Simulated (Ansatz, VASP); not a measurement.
**Two plane-wave programs on MgO**

INCAR

```
PREC     = Accurate       # precision mode
ENCUT    = 520            # plane-wave cutoff, eV
EDIFF    = 1E-6           # SCF threshold, eV
ISMEAR   = 0              # smearing method
SIGMA    = 0.05           # smearing width, eV
LREAL    = False          # projectors in reciprocal space
LASPH    = True           # aspherical terms in the spheres
NELM     = 100            # most SCF steps
ALGO     = Normal         # electronic algorithm
ISIF     = 2              # what is computed and relaxed
LWAVE    = False          # write WAVECAR
LCHARG   = False          # write CHGCAR
NBANDS   = 36             # bands
```

KPOINTS

```
regular mesh
0
Gamma
  4 4 4
```

POSCAR

```
MgO
1.0
    5.5230736673      0.0000000000      0.0000000000
    0.0000000000      5.5230736673      0.0000000000
    0.0000000000      0.0000000000      5.5230736673
Mg O
6 6
Direct
    0.2500000000     -0.0026072439      0.5000000000
    0.0000000000      0.5026072439      0.2500000000
    0.5000000000      0.7500000000      0.0000000000
    0.7500000000     -0.0026072439      0.5000000000
    0.0000000000      0.5026072439      0.7500000000
    0.5000000000      0.2500000000      0.0000000000
    0.2500000000      0.5020285485      0.0000000000
    0.5000000000     -0.0020285485      0.2500000000
    0.0000000000      0.7500000000      0.5000000000
    0.7500000000      0.5020285485      0.0000000000
    0.5000000000     -0.0020285485      0.7500000000
    0.0000000000      0.2500000000      0.5000000000
```

Input for Ansatz:

```yaml
crystal:
  lattice:
    - [5.5230736673, 0.0, 0.0]
    - [0.0, 5.5230736673, 0.0]
    - [0.0, 0.0, 5.5230736673]
  atoms:
    - { symbol: Mg, position: [0.25, -0.0026072439, 0.5] }
    - { symbol: Mg, position: [0.0, 0.5026072439, 0.25] }
    - { symbol: Mg, position: [0.5, 0.75, 0.0] }
    - { symbol: Mg, position: [0.75, -0.0026072439, 0.5] }
    - { symbol: Mg, position: [0.0, 0.5026072439, 0.75] }
    - { symbol: Mg, position: [0.5, 0.25, 0.0] }
    - { symbol: O, position: [0.25, 0.5020285485, 0.0] }
    - { symbol: O, position: [0.5, -0.0020285485, 0.25] }
    - { symbol: O, position: [0.0, 0.75, 0.5] }
    - { symbol: O, position: [0.75, 0.5020285485, 0.0] }
    - { symbol: O, position: [0.5, -0.0020285485, 0.75] }
    - { symbol: O, position: [0.0, 0.25, 0.5] }
basis:
  ecutwfc: 520.0
kpoints:
  mp_grid: { grid: [4, 4, 4] }
hamiltonian:
  xc: lda
  pseudopotentials: { kind: paw, azcp: { folder: soft_1 } }
scf:
  occupations: { method: gaussian, width: 0.05 }
output:
  forces: true
  stress: true
  eigenvalues: true
  write_density: true
  write_potential: true
  elf: true
  volumetric_format: npy
```

Change from the starting cell: mode 14 frozen in at -0.014 Å and mode 24 at +0.000 Å (largest displacements).

Alike in both runs: task single point; functional LDA; k mesh 4 × 4 × 4; occupations gaussian, width 0.05 eV; no spin polarisation.

```csv
,VASP,Ansatz
version,VASP 6.6.1,Ansatz 0.2.0
potentials or method,"VASP PAW LDA potentials, release 64 (Mg, O), cutoff 520 eV","scalar-relativistic, plane waves, PAW"
valence electrons in the cell,48,96
```

```csv
,VASP,Ansatz,Ansatz less VASP
gap on the k mesh at the Fermi level (eV),2.86,2.87,+0.010
least direct gap on the mesh (eV),2.86,2.87,+0.010
pressure (GPa),-0.7,0.0,+0.74
rms of the force components (eV/Å),0.068,0.067,-0.0016
```

Ansatz warns that its potentials were made for another functional, while VASP's fit it. LDA's correlation is that of Perdew and Zunger in VASP and of Perdew and Wang (1992) in Ansatz. Atom by atom the forces differ by 0.002 eV/Å (rms over components). VASP's potentials hold 48 valence electrons a cell and Ansatz's 96, so a difference there can come from the potentials and not from the codes.
